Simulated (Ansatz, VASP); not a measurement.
# One calculation of ZnO, two programs

```
Zn O
1.0
     3.23596    0.00000    0.00000
    -1.61798    2.80242    0.00000
     0.00000    0.00000    5.20906
Zn O
2 2
Direct
  0.33333 0.66667 0.00108
  0.66667 0.33333 0.50108
  0.33333 0.66667 0.38102
  0.66667 0.33333 0.88102
```

Alike in both runs: task single point; functional r2SCAN; k mesh 12 × 12 × 6; occupations tetrahedron; no spin polarisation.

|  | VASP | Ansatz |
| --- | --- | --- |
| version | VASP 6.6.1 | Ansatz 0.2.0 |
| potentials or method | VASP PAW PBE potentials, release 64 (Zn, O), cutoff 520 eV | scalar-relativistic, plane waves, PAW |
| valence electrons in the cell | 36 | 36 |

Ansatz gave:

| Quantity | Value |
| --- | --- |
| gap on the k mesh at the Fermi level (eV) | 1.24 |
| pressure (GPa) | 0.0 |
| traceless stress, the component that is largest in VASP (GPa) | 0.01 |
| rms of the force components (eV/Å) | 0.003 |

Question: What did VASP give for the same quantities?

Answer: gap on the k mesh at the Fermi level (eV): 1.24; pressure (GPa): 1.0; traceless stress, the component that is largest in VASP (GPa): 0.06; rms of the force components (eV/Å): 0.004.

VASP's potentials were made for PBE, not for r2SCAN. Atom by atom the forces differ by 0.007 eV/Å (rms over components). With one functional, cell and mesh, what is left measures potentials, basis and numerics. Ansatz's warnings: band table not solved further, tetrahedron derivatives may miss energy slope.
